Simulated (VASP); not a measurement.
# WS2 in VASP: further runs

The runs below take WS2 through single point, with PBE+D3(BJ).

Everything below comes from runs of VASP 6.6.1. Logs are shortened: lines on timing, memory, paths and dates and some standing lists are left out, and cuts for length are marked.

### Step 1. The cell of the first run

The cell holds a slab with vacuum, 3 atoms: a = 3.160 Å, b = 3.160 Å, c = 23.127 Å, α = 90.00°, β = 90.00°, γ = 120.00°.

### Step 2. Single point, PBE+D3(BJ)

File INCAR:

```
  PREC = Accurate
  ENCUT = 520
  EDIFF = 1E-7
  ISMEAR = 0
  SIGMA = 0.05
  LREAL = False
  LASPH = True
  NELM = 80
  ALGO = Normal
  ISIF = 2
  LWAVE = False
  LCHARG = False
  LDIPOL = True
  IDIPOL = 3
  DIPOL = 0.5 0.5 0.500
  GGA = PE
  IVDW = 12
  NBANDS = 20
```

File KPOINTS:

```
Automatic mesh
0
Gamma
  12 12 1
```

File POSCAR:

```
WS2
1.0
    3.1596694730      0.0000000029      0.0000000000
   -1.5798347390      2.7363540297      0.0000000000
    0.0000000000      0.0000000000     23.1272520219
S W
2 1
Direct
    0.6666666667      0.3333333333      0.4319072349
    0.6666666667      0.3333333333      0.5681939950
    0.3333333333      0.6666666667      0.5000568185
```

Potentials or basis: VASP PAW PBE potentials, release 64 (S, W_sv).

Launch:

```console
$ cat potpaw_PBE.64/S/POTCAR potpaw_PBE.64/W_sv/POTCAR > POTCAR
$ mpirun -np 1 vasp_std > vasp.out
```

OUTCAR:

```text
PREC = Accurate
   ENCUT = 520
   EDIFF = 1E-7
   ISMEAR = 0
   LREAL = False
   LASPH = True
   NELM = 80
   ISIF = 2
   GGA = PE
   IVDW = 12
 IVDW          = 12

 ion  position               nearest neighbor table
   1  0.667  0.333  0.432-   3 2.41   3 2.41   3 2.41
   2  0.667  0.333  0.568-   3 2.41   3 2.41   3 2.41
   3  0.333  0.667  0.500-   2 2.41   2 2.41   2 2.41   1 2.41   1 2.41   1 2.41

  LATTYP: Found a hexagonal cell.
 ALAT       =     3.1596694730
 C/A-ratio  =     7.3195162404

  Lattice vectors:

 A1 = (   3.1596694730,   0.0000000029,   0.0000000000)
 A2 = (  -1.5798347390,   2.7363540297,   0.0000000000)
 A3 = (   0.0000000000,   0.0000000000,  23.1272520219)

Analysis of symmetry for initial positions (statically):
=====================================================================
 Subroutine PRICEL returns:
 Original cell was already a primitive cell.

 Routine SETGRP: Setting up the symmetry group for a
 hexagonal supercell.

 Subroutine GETGRP returns: Found  6 space group operations
 (whereof  6 operations were pure point group operations)
 out of a pool of 24 trial point group operations.

The static configuration has the point symmetry C_3v.

Analysis of symmetry for dynamics (positions and initial velocities):
=====================================================================
 Subroutine PRICEL returns:
 Original cell was already a primitive cell.

 Routine SETGRP: Setting up the symmetry group for a
 hexagonal supercell.

 Subroutine GETGRP returns: Found  6 space group operations
 (whereof  6 operations were pure point group operations)
 out of a pool of 24 trial point group operations.

The dynamic configuration has the point symmetry C_3v.

 Subroutine INISYM returns: Found  6 space group operations
 (whereof  6 operations are pure point group operations),
 and found     1 'primitive' translations

----------------------------------------------------------------------------------------

                                     Primitive cell

  volume of cell :     199.9576

  direct lattice vectors                    reciprocal lattice vectors
     3.159669473  0.000000003  0.000000000     0.316488800  0.182724894  0.000000000
    -1.579834739  2.736354030  0.000000000    -0.000000000  0.365449788  0.000000000
     0.000000000  0.000000000 23.127252022     0.000000000  0.000000000  0.043239032

  length of vectors
     3.159669473  3.159669473 23.127252022     0.365449788  0.365449788  0.043239032

  position of ions in fractional coordinates (direct lattice)
     0.666666667  0.333333333  0.431907235
     0.666666667  0.333333333  0.568193995
     0.333333333  0.666666667  0.500056818

  ion indices of the primitive-cell ions
   primitive index   ion index
                 1           1
                 2           2
                 3           3

----------------------------------------------------------------------------------------

 KPOINTS: Automatic mesh

Automatic generation of k-mesh.
 Grid dimensions read from file:
 generate k-points for:   12   12    1

 Generating k-lattice:

  Cartesian coordinates                     Fractional coordinates (reciprocal lattice)
     0.026374067  0.015227075  0.000000000     0.083333333  0.000000000  0.000000000
    -0.000000000  0.030454149  0.000000000    -0.000000000  0.083333333  0.000000000
     0.000000000  0.000000000  0.043239032     0.000000000  0.000000000  1.000000000

  Length of vectors
     0.030454149  0.030454149  0.043239032

  Shift w.r.t. Gamma in fractional coordinates (k-lattice)
     0.000000000  0.000000000  0.000000000

 Subroutine IBZKPT returns following result:
 ===========================================

 Found     19 irreducible k-points:

 Following reciprocal coordinates:
            Coordinates               Weight
  0.000000  0.000000  0.000000      1.000000
  0.083333  0.000000  0.000000      6.000000
  0.166667  0.000000  0.000000      6.000000
  0.250000  0.000000  0.000000      6.000000
  0.333333  0.000000  0.000000      6.000000
  0.416667  0.000000  0.000000      6.000000
[... 11 lines left out ...]
  0.333333  0.250000  0.000000     12.000000
  0.333333  0.333333  0.000000      2.000000
   k-points           NKPTS =     19   k-points in BZ     NKDIM =     19   number of bands    NBANDS=     20
   number of dos      NEDOS =    301   number of ions     NIONS =      3
   total plane-waves  NPLWV = 103680
   dimension x,y,z NGX =    24 NGY =   24 NGZ =  180
   dimension x,y,z NGXF=    48 NGYF=   48 NGZF=  360
   ions per type =               2   1
   NGX,Y,Z   is equivalent  to a cutoff of  12.63, 12.63, 12.94 a.u.
   NGXF,Y,Z  is equivalent  to a cutoff of  25.26, 25.26, 25.88 a.u.
 SYSTEM =  unknown system
   PREC   = accura    normal or accurate (medium, high low for compatibility)
   ISTART =      0    job   : 0-new  1-cont  2-samecut
   ICHARG =      2    charge: 1-file 2-atom 10-const
   ISPIN  =      1    spin polarized calculation?
   LNONCOLLINEAR =      F non collinear calculations
   LSORBIT =      F    spin-orbit coupling
   LASPH  =      T    aspherical Exc in radial PAW
   ENCUT  =  520.0 eV  38.22 Ry    6.18 a.u.   5.87  5.87 43.00*2*pi/ulx,y,z
   NELM   =     80;   NELMIN=  2; NELMDL= -5     # of ELM steps
   EDIFF  = 0.1E-06   stopping-criterion for ELM
   LREAL  =      F    real-space projection
   EDIFFG = 0.1E-05   stopping-criterion for IOM
   NSW    =      0    number of steps for IOM
   IBRION =     -1    ionic relax: 0-MD 1-quasi-New 2-CG
   NFREE  =      0    steps in history (QN), initial steepest desc. (CG)
   ISIF   =      2    stress and relaxation
   ISYM   =      2    0-nonsym 1-usesym 2-fastsym
   POTIM  = 0.5000    time-step for ionic-motion
   TEBEG  =    0.0;   TEEND  =   0.0 temperature during run
   PSTRESS=    0.0 pullay stress
   NELECT =      26.0000    total number of electrons
   NUPDOWN=      -1.0000    fix difference up-down
   EMIN   =  10.00;   EMAX   =-10.00  energy-range for DOS
   EFERMI =   0.00;   METHOD = LEGACY
   ISMEAR =     0;   SIGMA  =   0.05  broadening in eV -4-tet -1-fermi 0-gaus
   EFERMI_NEDOS =   21; number of points for ismear=-14 and -15
   IALGO  =     38    algorithm
   IMIX   =      4    mixing-type and parameters
     AMIX     =   0.40;   BMIX     =  1.00
     AMIX_MAG =   1.60;   BMIX_MAG =  1.00
  volume/ion in A,a.u.               =      66.65       449.79
  Fermi-wavevector in a.u.,A,eV,Ry     =   0.829379  1.567300  9.359044  0.687870
  Thomas-Fermi vector in A             =   1.941916
   LORBIT       =      0    0 simple, 1 ext, 2 COOP (PROOUT), +10 PAW based schemes
   GGA     = PE    functional components
   LHFCALC =     F    Hartree Fock is set to
   AEXX    =    0.0000 exact exchange contribution
   IVDW    =    12    specifies the selected vdW correction
   LEPSILON=     F    determine dielectric tensor
   LRPA    =     F    only Hartree local field effects (RPA)
 non-spin polarized calculation
 Gauss-broadening in eV      SIGMA  =   0.05
  energy-cutoff  :      520.00
  volume of cell :      199.96
 maximum number of plane-waves:      5414
 NGX is ok and might be reduce to    24
   NGX = 11   NGY = 11   NGZ = 87

 dipolmoment           0.000000      0.000000     -0.000020 electrons x Angstroem

 number of electron      25.9999997 magnetization

 dipolmoment           0.000000      0.000000      0.000007 electrons x Angstroem

 Free energy of the ion-electron system (eV)
  ---------------------------------------------------
  ext. energy  EPLUGINS =         0.00000000
  ---------------------------------------------------
  free energy    TOTEN  =       -23.66597232 eV

  energy without entropy =      -23.66597232  energy(sigma->0) =      -23.66597232

 E-fermi :  -1.9255     XC(G=0):  -3.3795

 val. band max:       -2.3264317229   @ k =   0.3333   0.3333   0.0000
 cond. band min:      -0.4040256454   @ k =   0.3333   0.3333   0.0000
 fundamental gap:      1.9224060774
 Fermi energy:        -1.9254558360

 k-point     1 :       0.0000    0.0000    0.0000
  band No.  band energies     occupation
      1     -76.3343      2.00000
      2     -40.5855      2.00000
      3     -40.4120      2.00000
      4     -40.4120      2.00000
      5     -17.1487      2.00000
      6     -15.5245      2.00000
[... 12 lines left out ...]
     19       2.9766      0.00000
     20       3.2822      0.00000

 k-point     2 :       0.0833    0.0000    0.0000
  band No.  band energies     occupation
      1     -76.3331      2.00000
      2     -40.5811      2.00000
      3     -40.4365      2.00000
      4     -40.4176      2.00000
      5     -17.0313      2.00000
      6     -15.4804      2.00000
[... 12 lines left out ...]
     19       3.1174      0.00000
     20       3.5850      0.00000

 k-point     3 :       0.1667    0.0000    0.0000
  band No.  band energies     occupation
      1     -76.3297      2.00000
      2     -40.5690      2.00000
      3     -40.5029      2.00000
      4     -40.4332      2.00000
      5     -16.6967      2.00000
      6     -15.3548      2.00000
[... 12 lines left out ...]
     19       3.5251      0.00000
     20       4.0872      0.00000

 k-point     4 :       0.2500    0.0000    0.0000
  band No.  band energies     occupation
      1     -76.3251      2.00000
      2     -40.5925      2.00000
      3     -40.5525      2.00000
      4     -40.4542      2.00000
      5     -16.1987      2.00000
      6     -15.1700      2.00000
[... 314 lines left out ...]
 k-point    18 :       0.3333    0.2500    0.0000
  band No.  band energies     occupation
      1     -76.3141      2.00000
      2     -40.7064      2.00000
      3     -40.5999      2.00000
      4     -40.5133      2.00000
      5     -14.7249      2.00000
      6     -14.6068      2.00000
[... 12 lines left out ...]
     19       5.4515      0.00000
     20       6.7999      0.00000

 k-point    19 :       0.3333    0.3333    0.0000
  band No.  band energies     occupation
      1     -76.3135      2.00000
      2     -40.6777      2.00000
      3     -40.6434      2.00000
      4     -40.5111      2.00000
      5     -14.6283      2.00000
      6     -14.5624      2.00000
[... 12 lines left out ...]
     19       4.8312      0.00000
     20       7.0097      0.00000

------------------------ aborting loop because EDIFF is reached ----------------------------------------

 vacuum level on the upper side and lower side of the slab       (xc-potential included)        -0.072        -0.072

 Edisp (eV)   -0.93019

 E8    (eV) :    -0.4183

  FORCE on cell =-STRESS in cart. coord.  units (eV):
  Direction    XX          YY          ZZ          XY          YZ          ZX
  --------------------------------------------------------------------------------------
  -------------------------------------------------------------------------------------
  Total      -0.01702    -0.01702    -0.01901    -0.00000     0.00000    -0.00000
  in kB      -0.13634    -0.13634    -0.15234    -0.00000     0.00000    -0.00000
  external pressure =       -0.14 kB  Pullay stress =        0.00 kB

 VOLUME and BASIS-vectors are now :
 -----------------------------------------------------------------------------
  energy-cutoff  :      520.00
  volume of cell :      199.96
      direct lattice vectors                 reciprocal lattice vectors
     3.159669473  0.000000003  0.000000000     0.316488800  0.182724894  0.000000000
    -1.579834739  2.736354030  0.000000000    -0.000000000  0.365449788  0.000000000
     0.000000000  0.000000000 23.127252022     0.000000000  0.000000000  0.043239032

 POSITION                                       TOTAL-FORCE (eV/Angst)
 -----------------------------------------------------------------------------------
      1.57983      0.91212      9.98883        -0.000000      0.000000     -0.001345
      1.57983      0.91212     13.14077        -0.000000     -0.000000      0.006042
     -0.00000      1.82424     11.56494         0.000000     -0.000000     -0.004697
 -----------------------------------------------------------------------------------
    total drift:                                0.000000     -0.000000      0.000004

  FREE ENERGIE OF THE ION-ELECTRON SYSTEM (eV)
  ---------------------------------------------------
  free  energy   TOTEN  =       -24.5961573760 eV

  energy  without entropy=      -24.5961573760  energy(sigma->0) =      -24.59615738

 vacuum level on the upper side and lower side of the slab         3.243         3.243
```

It took 1.8 min on 1 thread of Intel Xeon 6975P-C, shared host; peak memory 0.34 GiB.

Results:

```
Free energy                : -24.5962 eV
Largest force              : 0.006 eV/Å
Band gap on the k mesh     : 1.92 eV, direct
Dispersion energy per atom : -0.310 eV
```

Forces on the atoms (eV/Å):
```
S    0.000  0.000 -0.001
S    0.000  0.000  0.006
W    0.000  0.000 -0.005
```

Levels at points of the mesh, in eV from the valence-band top:
```csv
k point,band 11,band 12,band 13,band 14,band 15,band 16
"(0.00, 0.00, 0.00)",-1.57,-1.57,-0.14,2.94,2.94,3.07
"(0.50, 0.00, 0.00)",-2.22,-1.22,-0.96,2.95,3.37,4.06
```

Caveat: spin-orbit coupling is left out, which moves the levels of the heavy elements.

### Step 3. Single point, PBE+D3(BJ)

This run uses another cell than the first one, of 67.65 Å³/atom, 1.015 times its volume.

File INCAR:

```
SYSTEM = WS2
  PREC = Accurate
  ENCUT = 520
  EDIFF = 1E-6
  ISMEAR = 0
  SIGMA = 0.05
  LREAL = .False.
  LASPH = .True.
  NELM = 100
  ALGO = Normal
  ISIF = 2
  LWAVE = .False.
  LCHARG = .True.
  LDIPOL = .True.
  IDIPOL = 3
  DIPOL = 0.5 0.5 0.500
  GGA = PE
  IVDW = 12
  LELF = .True.
  LVHAR = .True.
  LVACPOTAV = .True.
  NBANDS = 20
```

File KPOINTS:

```
regular mesh
0
Gamma
  12 12 1
  0 0 0
```

File POSCAR:

```
WS2
1.0
    3.1831225500      0.0000000000      0.0000000000
   -1.5915612800      2.7566650000      0.0000000000
    0.0000000000      0.0000000000     23.1272520219
S W
2 1
Direct
    0.6666666700      0.3333333400      0.4323903242
    0.6666666700      0.3333333400      0.5676096758
    0.3333333300      0.6666666600      0.5001580484
```

Potentials or basis: VASP PAW PBE potentials, release 64 (S, W_sv).

Launch:

```console
$ cat potpaw_PBE.64/S/POTCAR potpaw_PBE.64/W_sv/POTCAR > POTCAR
$ mpirun -np 1 vasp_std > vasp.out
```

OUTCAR:

```text
SYSTEM = WS2
   PREC = Accurate
   ENCUT = 520
   EDIFF = 1E-6
   ISMEAR = 0
   LREAL = .False.
   LASPH = .True.
   NELM = 100
   ISIF = 2
   GGA = PE
   IVDW = 12
 IVDW          = 12

 ion  position               nearest neighbor table
   1  0.667  0.333  0.432-   3 2.42   3 2.42   3 2.42
   2  0.667  0.333  0.568-   3 2.41   3 2.41   3 2.41
   3  0.333  0.667  0.500-   2 2.41   2 2.41   2 2.41   1 2.42   1 2.42   1 2.42

  LATTYP: Found a hexagonal cell.
 ALAT       =     3.1831225500
[... 632 lines left out ...]

  FORCE on cell =-STRESS in cart. coord.  units (eV):
  Direction    XX          YY          ZZ          XY          YZ          ZX
  --------------------------------------------------------------------------------------
  -------------------------------------------------------------------------------------
  Total      -0.64718    -0.64718     0.23140     0.00000     0.00000     0.00000
  in kB      -5.10943    -5.10943     1.82692     0.00000     0.00000     0.00000
  external pressure =       -2.80 kB  Pullay stress =        0.00 kB

 VOLUME and BASIS-vectors are now :
 -----------------------------------------------------------------------------
  energy-cutoff  :      520.00
  volume of cell :      202.94
      direct lattice vectors                 reciprocal lattice vectors
     3.183122550  0.000000000  0.000000000     0.314156927  0.181378587  0.000000000
    -1.591561280  2.756665000  0.000000000     0.000000000  0.362757172  0.000000000
     0.000000000  0.000000000 23.127252022     0.000000000  0.000000000  0.043239032

 POSITION                                       TOTAL-FORCE (eV/Angst)
 -----------------------------------------------------------------------------------
      1.59156      0.91889     10.00000        -0.000000     -0.000000     -0.024384
      1.59156      0.91889     13.12725        -0.000000      0.000000      0.143033
     -0.00000      1.83778     11.56728         0.000000      0.000000     -0.118648
 -----------------------------------------------------------------------------------
    total drift:                                0.000000      0.000002     -0.000043

  FREE ENERGIE OF THE ION-ELECTRON SYSTEM (eV)
  ---------------------------------------------------
  free  energy   TOTEN  =       -24.5902916060 eV

  energy  without entropy=      -24.5902916060  energy(sigma->0) =      -24.59029161

 vacuum level on the upper side and lower side of the slab         3.290         3.287
```

OSZICAR:

```text
N       E                     dE             d eps       ncg     rms          rms(c)
DAV:   1     0.180302675991E+03    0.18030E+03   -0.13300E+04   912   0.102E+03
DAV:   2    -0.936830420333E+01   -0.18967E+03   -0.18470E+03  1012   0.239E+02
DAV:   3    -0.248079110069E+02   -0.15440E+02   -0.15352E+02  1052   0.670E+01
[... 14 lines left out ...]
DAV:  18    -0.236720697780E+02   -0.30430E-04   -0.13035E-06   832   0.466E-03    0.662E-03
DAV:  19    -0.236720751164E+02   -0.53383E-05   -0.16391E-07   700   0.227E-03    0.466E-03
DAV:  20    -0.236720803701E+02   -0.52537E-05   -0.10013E-07   660   0.128E-03    0.706E-04
DAV:  21    -0.236720830077E+02   -0.26376E-05   -0.49102E-08   676   0.721E-04    0.129E-03
DAV:  22    -0.236720835936E+02   -0.58586E-06   -0.93536E-09   544   0.371E-04
   1 F= -.24590292E+02 E0= -.24590292E+02  d E =-.294404E-31
```

stdout:

```text
POSCAR found type information on POSCAR S W
 POSCAR found :  2 types and       3 ions
 scaLAPACK will be used
 LDA part: xc-table for (Slater+PW92), standard interpolation
 POSCAR, INCAR and KPOINTS ok, starting setup
 FFT: planning ... GRIDC
 FFT: planning ... GRID_SOFT
 FFT: planning ... GRID
 WAVECAR not read
 entering main loop
 -----------------------------------------------------------------------------
|                                                                             |
|           W    W    AA    RRRRR   N    N  II  N    N   GGGG   !!!           |
|           W    W   A  A   R    R  NN   N  II  NN   N  G    G  !!!           |
|           W    W  A    A  R    R  N N  N  II  N N  N  G       !!!           |
|           W WW W  AAAAAA  RRRRR   N  N N  II  N  N N  G  GGG   !            |
|           WW  WW  A    A  R   R   N   NN  II  N   NN  G    G                |
|           W    W  A    A  R    R  N    N  II  N    N   GGGG   !!!           |
|                                                                             |
|     Did not find any points to average over, which means that no vacuum     |
|     field-free region was found. Please increase the size of  your cell     |
|     in the dimension of the dipole correction to obtain accurate            |
|     workfunction values.                                                    |
|                                                                             |
 -----------------------------------------------------------------------------
```

Run time: 1.8 min. Hardware: 1 thread of Intel Xeon 6975P-C, shared host; peak memory 0.35 GiB.

Results:

```yaml
Free_energy: -24.5903 eV
Largest_force: 0.143 eV/Å
Band_gap_on_the_k_mesh: 1.81 eV, direct
Dispersion_energy_per_atom: -0.306 eV
```

Forces on the atoms (eV/Å):
```
S    0.000  0.000 -0.024
S    0.000  0.000  0.143
W    0.000  0.000 -0.119
```

Levels at points of the mesh, in eV from the valence-band top:
| k point | band 9 | band 10 | band 11 | band 12 | band 13 | band 14 | band 15 | band 16 | band 17 | band 18 |
| --- | --- | --- | --- | --- | --- | --- | --- | --- | --- | --- |
| (0.00, 0.00, 0.00) | -2.87 | -2.09 | -1.64 | -1.64 | -0.02 | 2.89 | 2.89 | 3.06 | 3.06 | 4.98 |
| (0.50, 0.00, 0.00) | -4.43 | -3.42 | -2.12 | -1.29 | -0.92 | 2.85 | 3.31 | 4.07 | 4.75 | 5.12 |

Caveat: spin-orbit coupling is left out, which moves the levels of the heavy elements.
